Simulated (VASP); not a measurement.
# SnSe (I4/mmm) in VASP: single point with HSE06

Aim: the single point of SnSe with HSE06.

Everything below comes from runs of VASP 6.6.1. Logs are shortened: lines on timing, memory, paths and dates and some standing lists are left out, and cuts for length are marked.

## 1. The cell of the first run

The structure is tetragonal, space group I4/mmm (No. 139). Conventional cell: a = 4.226 Å, b = 4.226 Å, c = 6.004 Å, α = 90.00°, β = 90.00°, γ = 90.00°. Within 3.9 Å of Sn (site symmetry 4/mmm) lie 6 Se at 2.99 to 3.00 Å. Within 3.9 Å of Se (site symmetry 4/mmm) lie 6 Sn at 2.99 to 3.00 Å.

## 2. Single point, HSE06 (biaxial xy strain -0.5%)

File POSCAR:

```
SnSe
1.0
    0.0000000000      2.9880032198      3.0021131517
    2.9880032198      0.0000000000      3.0021131517
    2.9880032198      2.9880032198      0.0000000000
Sn Se
1 1
Direct
    0.0000000000      0.0000000000      0.0000000000
    0.5000000000      0.5000000000      0.5000000000
```

File INCAR.step1:

```
SYSTEM = SnSe
PREC = Accurate ; ENCUT = 520
EDIFF = 1E-5 ; ISMEAR = -1
SIGMA = 0.02 ; LREAL = .False.
LASPH = .True. ; NELM = 60
ALGO = Normal ; ISIF = 2
LWAVE = .True. ; NBANDS = 17
GGA = PE ; KPAR = 2
```

File INCAR.step2:

```
SYSTEM = SnSe
PREC = Accurate ; ENCUT = 520
EDIFF = 1E-6 ; ISMEAR = -1
SIGMA = 0.02 ; LREAL = .False.
LASPH = .True. ; NELM = 60
ALGO = Normal ; ISIF = 2
LWAVE = .False. ; LCHARG = .True.
GGA = PE ; LHFCALC = .True.
HFSCREEN = 0.2079 ; PRECFOCK = Normal
LVHAR = .True. ; NBANDS = 17
ISTART = 1 ; KPAR = 2
```

File KPOINTS:

```
regular mesh
0
Gamma
  6 6 6
  0 0 0
```

Potentials or basis: VASP PAW PBE potentials, release 64 (Sn_d, Se).

Started as:

```sh
> cat potpaw_PBE.64/Sn_d/POTCAR potpaw_PBE.64/Se/POTCAR > POTCAR
> cp INCAR.step1 INCAR
> mpirun -np 2 vasp_std > vasp.out
> cp INCAR.step2 INCAR
> mpirun -np 2 vasp_std > vasp.out
```

OUTCAR:

```text
SYSTEM = SnSe
   PREC = Accurate
   ENCUT = 520
   EDIFF = 1E-6
   ISMEAR = -1
   LREAL = .False.
   LASPH = .True.
   NELM = 60
   ISIF = 2
   GGA = PE
   LHFCALC = .True.
   HFSCREEN = 0.2079
   PRECFOCK = Normal
   ISTART = 1

 ion  position               nearest neighbor table
   1  0.000  0.000  0.000-   2 2.99   2 2.99   2 2.99   2 2.99   2 3.00   2 3.00
   2  0.500  0.500  0.500-   1 2.99   1 2.99   1 2.99   1 2.99   1 3.00   1 3.00

  LATTYP: Found a body centered tetragonal cell.
 ALAT       =     4.2256746779
 C/A-ratio  =     1.4208917537

  Lattice vectors:

 A1 = (  -2.9880032198,   0.0000000000,   3.0021131517)
 A2 = (   2.9880032198,   0.0000000000,   3.0021131517)
 A3 = (   0.0000000000,   2.9880032198,  -3.0021131517)

Analysis of symmetry for initial positions (statically):
=====================================================================
 Subroutine PRICEL returns:
 Original cell was already a primitive cell.

 Routine SETGRP: Setting up the symmetry group for a
 body centered tetragonal supercell.

 Subroutine GETGRP returns: Found 16 space group operations
 (whereof 16 operations were pure point group operations)
 out of a pool of 16 trial point group operations.

The static configuration has the point symmetry D_4h.

Analysis of symmetry for dynamics (positions and initial velocities):
=====================================================================
 Subroutine PRICEL returns:
 Original cell was already a primitive cell.

 Routine SETGRP: Setting up the symmetry group for a
 body centered tetragonal supercell.

 Subroutine GETGRP returns: Found 16 space group operations
 (whereof 16 operations were pure point group operations)
 out of a pool of 16 trial point group operations.

The dynamic configuration has the point symmetry D_4h.

 Subroutine INISYM returns: Found 16 space group operations
 (whereof 16 operations are pure point group operations),
 and found     1 'primitive' translations

----------------------------------------------------------------------------------------

                                     Primitive cell

  volume of cell :      53.6067

  direct lattice vectors                    reciprocal lattice vectors
     0.000000000  2.988003220  3.002113152    -0.167335830  0.167335830  0.166549352
     2.988003220  0.000000000  3.002113152     0.167335830 -0.167335830  0.166549352
     2.988003220  2.988003220  0.000000000     0.167335830  0.167335830 -0.166549352

  length of vectors
     4.235663657  4.235663657  4.225674678     0.289380799  0.289380799  0.289380799

  position of ions in fractional coordinates (direct lattice)
     0.000000000  0.000000000  0.000000000
     0.500000000  0.500000000  0.500000000

  ion indices of the primitive-cell ions
   primitive index   ion index
                 1           1
                 2           2

----------------------------------------------------------------------------------------

 KPOINTS: regular mesh

Automatic generation of k-mesh.
 Grid dimensions read from file:
 generate k-points for:    6    6    6

 Generating k-lattice:

  Cartesian coordinates                     Fractional coordinates (reciprocal lattice)
    -0.027889305  0.027889305  0.027758225     0.166666667  0.000000000  0.000000000
     0.027889305 -0.027889305  0.027758225     0.000000000  0.166666667  0.000000000
     0.027889305  0.027889305 -0.027758225     0.000000000  0.000000000  0.166666667

  Length of vectors
     0.048230133  0.048230133  0.048230133

  Shift w.r.t. Gamma in fractional coordinates (k-lattice)
     0.000000000  0.000000000  0.000000000

 Subroutine IBZKPT returns following result:
 ===========================================

 Found     30 irreducible k-points:

 Following reciprocal coordinates:
            Coordinates               Weight
  0.000000  0.000000  0.000000      1.000000
  0.166667 -0.000000  0.000000      8.000000
  0.333333  0.000000  0.000000      8.000000
  0.500000 -0.000000  0.000000      4.000000
  0.166667  0.166667  0.000000      2.000000
  0.333333  0.166667  0.000000      8.000000
[... 16 lines left out ...]
  0.333333  0.000000  0.333333      4.000000
  0.500000 -0.000000  0.333333     16.000000
 [... further k-points ...]
   k-points           NKPTS =     30   k-points in BZ     NKDIM =    216   number of bands    NBANDS=     17
   number of dos      NEDOS =    301   number of ions     NIONS =      2
   total plane-waves  NPLWV =  32768
   dimension x,y,z NGX =    32 NGY =   32 NGZ =   32
   dimension x,y,z NGXF=    64 NGYF=   64 NGZF=   64
   ions per type =               1   1
   NGX,Y,Z   is equivalent  to a cutoff of  12.56, 12.56, 12.59 a.u.
   NGXF,Y,Z  is equivalent  to a cutoff of  25.12, 25.12, 25.18 a.u.
 SYSTEM =  SnSe
   PREC   = accura    normal or accurate (medium, high low for compatibility)
   ISTART =      1    job   : 0-new  1-cont  2-samecut
   ICHARG =      0    charge: 1-file 2-atom 10-const
   ISPIN  =      1    spin polarized calculation?
   LNONCOLLINEAR =      F non collinear calculations
   LSORBIT =      F    spin-orbit coupling
   LASPH  =      T    aspherical Exc in radial PAW
   ENCUT  =  520.0 eV  38.22 Ry    6.18 a.u.   7.88  7.88  7.86*2*pi/ulx,y,z
   NELM   =     60;   NELMIN=  2; NELMDL=  0     # of ELM steps
   EDIFF  = 0.1E-05   stopping-criterion for ELM
   LREAL  =      F    real-space projection
   EDIFFG = 0.1E-04   stopping-criterion for IOM
   NSW    =      0    number of steps for IOM
   IBRION =     -1    ionic relax: 0-MD 1-quasi-New 2-CG
   NFREE  =      0    steps in history (QN), initial steepest desc. (CG)
   ISIF   =      2    stress and relaxation
   ISYM   =      3    0-nonsym 1-usesym 2-fastsym
   POTIM  = 0.5000    time-step for ionic-motion
   TEBEG  =    0.0;   TEEND  =   0.0 temperature during run
   PSTRESS=    0.0 pullay stress
   NELECT =      20.0000    total number of electrons
   NUPDOWN=      -1.0000    fix difference up-down
   EMIN   =  10.00;   EMAX   =-10.00  energy-range for DOS
   EFERMI =   0.00;   METHOD = LEGACY
   ISMEAR =    -1;   SIGMA  =   0.02  broadening in eV -4-tet -1-fermi 0-gaus
   EFERMI_NEDOS =   21; number of points for ismear=-14 and -15
   IALGO  =     38    algorithm
   IMIX   =      1    mixing-type and parameters
     AMIX     =   0.40;   BMIX     =  1.00
     AMIX_MAG =   1.60;   BMIX_MAG =  1.00
  volume/ion in A,a.u.               =      26.80       180.88
  Fermi-wavevector in a.u.,A,eV,Ry     =   1.178542  2.227122 18.897969  1.388962
  Thomas-Fermi vector in A             =   2.314869
   LORBIT       =      0    0 simple, 1 ext, 2 COOP (PROOUT), +10 PAW based schemes
   GGA     = PE    functional components
   LHFCALC =     T    Hartree Fock is set to
   PRECFOCK=normal    Normal, Fast or Accurate (Low or Medium for compatibility)
   ENCUT4O =  -1.0   cutoff for four orbital integrals eV
   NKREDX  =     1    reduce k-point grid by
   NKREDY  =     1    reduce k-point grid by
   NKREDZ  =     1    reduce k-point grid by
   AEXX    =    0.2500 exact exchange contribution
   HFSCREEN=    0.2079 screening length (either q_TF or 0.3 A-1)
   HFSCREENC=   0.2079 screening length for correlation (either q_TF or 0.3 A-1)
   ENCUTFOCK=  -1.0 apply spherical cutoff to Coloumb kernel
   IVDW    =     0    specifies the selected vdW correction
   LEPSILON=     F    determine dielectric tensor
   LRPA    =     F    only Hartree local field effects (RPA)
 non-spin polarized calculation
  energy-cutoff  :      520.00
  volume of cell :       53.61
 maximum number of plane-waves:      1459
  NGX = 24; NGY = 24; NGZ = 24

 number of electron      20.0000008 magnetization

 Free energy of the ion-electron system (eV)
  ---------------------------------------------------
  ext. energy  EPLUGINS =         0.00000000
  ---------------------------------------------------
  free energy    TOTEN  =        -9.77197313 eV

  energy without entropy =       -9.77197301  energy(sigma->0) =       -9.77197307

 E-fermi :   6.0989     XC(G=0):  -8.0601

 val. band max:        5.8591042657   @ k =   0.5000  -0.0000   0.0000
 cond. band min:       6.3387421826   @ k =   0.5000  -0.0000   0.0000
 fundamental gap:      0.4796379169
 Fermi energy:         6.0989209562

 k-point     1 :       0.0000    0.0000    0.0000
  band No.  band energies     occupation
      1     -18.3062      2.00000
      2     -18.3041      2.00000
      3     -18.2993      2.00000
      4     -18.2993      2.00000
      5     -18.2978      2.00000
      6      -9.9709      2.00000
[... 9 lines left out ...]
     16      11.9906      0.00000
     17      14.3748      0.00000

 k-point     2 :       0.1667   -0.0000    0.0000
  band No.  band energies     occupation
      1     -18.3081      2.00000
      2     -18.3063      2.00000
      3     -18.2984      2.00000
      4     -18.2964      2.00000
      5     -18.2953      2.00000
      6      -9.7509      2.00000
[... 9 lines left out ...]
     16      12.6698      0.00000
     17      16.2415      0.00000

 k-point     3 :       0.3333    0.0000    0.0000
  band No.  band energies     occupation
      1     -18.3129      2.00000
      2     -18.3114      2.00000
      3     -18.2972      2.00000
      4     -18.2898      2.00000
      5     -18.2887      2.00000
      6      -9.2199      2.00000
[... 9 lines left out ...]
     16      14.4181      0.00000
     17      18.4553      0.00000

 k-point     4 :       0.5000   -0.0000    0.0000
  band No.  band energies     occupation
      1     -18.3154      2.00000
      2     -18.3140      2.00000
      3     -18.2967      2.00000
      4     -18.2864      2.00000
      5     -18.2853      2.00000
      6      -8.8813      2.00000
[... 9 lines left out ...]
     16      16.6198      0.00000
     17      16.6617      0.00000
[... 343 lines left out ...]
      1     -18.3325      2.00000
      2     -18.3020      2.00000
      3     -18.2985      2.00000
      4     -18.2874      2.00000
      5     -18.2808      2.00000
      6      -8.5321      2.00000
[... 9 lines left out ...]
     16      17.7101      0.00000
     17      19.2685      0.00000

 k-point    23 :       0.3333    0.0000    0.3333
  band No.  band energies     occupation
      1     -18.3287      2.00000
      2     -18.3047      2.00000
      3     -18.2995      2.00000
      4     -18.2856      2.00000
      5     -18.2836      2.00000
      6      -8.9711      2.00000
[... 9 lines left out ...]
     16      17.1044      0.00000
     17      17.4565      0.00000

 k-point    24 :       0.5000   -0.0000    0.3333
  band No.  band energies     occupation
      1     -18.3322      2.00000
      2     -18.3029      2.00000
      3     -18.3014      2.00000
      4     -18.2837      2.00000
      5     -18.2812      2.00000
      6      -8.6378      2.00000
[... 9 lines left out ...]
     16      17.5863      0.00000
     17      17.9516      0.00000

 [... further k-points ...]
[... 5 lines left out ...]
  --------------------------------------------------------------------------------------
  -------------------------------------------------------------------------------------
  Total        0.1501206      0.1501206     -0.0492228      0.0000000      0.0000000      0.0000000
  in kB        4.4867479      4.4867479     -1.4711538      0.0000000      0.0000000      0.0000000
  external PRESSURE =       2.5007807 kB  Pullay stress =       0.0000000 kB

 VOLUME and BASIS-vectors are now :
 -----------------------------------------------------------------------------
  energy-cutoff  :      520.00
  volume of cell :       53.61
      direct lattice vectors                 reciprocal lattice vectors
     0.000000000  2.988003220  3.002113152    -0.167335830  0.167335830  0.166549352
     2.988003220  0.000000000  3.002113152     0.167335830 -0.167335830  0.166549352
     2.988003220  2.988003220  0.000000000     0.167335830  0.167335830 -0.166549352

 POSITION                                       TOTAL-FORCE (eV/Angst)
 -----------------------------------------------------------------------------------
      0.00000      0.00000      0.00000         0.000000      0.000000     -0.000000
      2.98800      2.98800      3.00211         0.000000      0.000000      0.000000
 -----------------------------------------------------------------------------------
    total drift:                                0.000000     -0.000000      0.000002

  FREE ENERGIE OF THE ION-ELECTRON SYSTEM (eV)
  ---------------------------------------------------
  free  energy   TOTEN  =        -9.7719731282 eV

  energy  without entropy=       -9.7719730088  energy(sigma->0) =       -9.77197307
```

Run time: 33 min. Hardware: 2 MPI ranks of Intel Xeon Platinum 8488C (Sapphire Rapids), shared host; peak memory 0.31 GiB.

Results:

- Free energy: -9.7720 eV
- Pressure: 0.3 GPa
- Band gap on the k mesh: 0.48 eV

Stress tensor (GPa, compression positive):
```
 0.45  0.00  0.00
 0.00  0.45  0.00
 0.00  0.00 -0.15
```

Levels at points of the mesh, in eV from the valence-band top:
| k point | band 7 | band 8 | band 9 | band 10 | band 11 | band 12 | band 13 | band 14 |
| --- | --- | --- | --- | --- | --- | --- | --- | --- |
| (0.00, 0.00, 0.00) | -5.63 | -2.94 | -2.94 | -2.89 | 4.74 | 4.86 | 4.86 | 6.09 |
| (0.50, 0.00, 0.00) | -9.35 | -2.67 | -2.66 | 0.00 | 0.48 | 1.31 | 1.34 | 8.73 |
| (0.50, 0.50, 0.00) | -6.82 | -6.60 | -4.53 | -4.53 | 3.07 | 5.99 | 5.99 | 6.60 |
| (0.50, 0.00, 0.50) | -6.84 | -6.61 | -4.57 | -4.51 | 3.06 | 5.90 | 6.02 | 6.66 |

Caveat: the cell differs from its parent crystal (biaxial xy strain -0.5%); the structure was generated, so it needn't be the stable form of SnSe; the PAW data sets were made with another functional, which shifts forces and pressure a little; spin-orbit coupling is left out, which moves the levels of the heavy elements. A k mesh can miss the band edges.
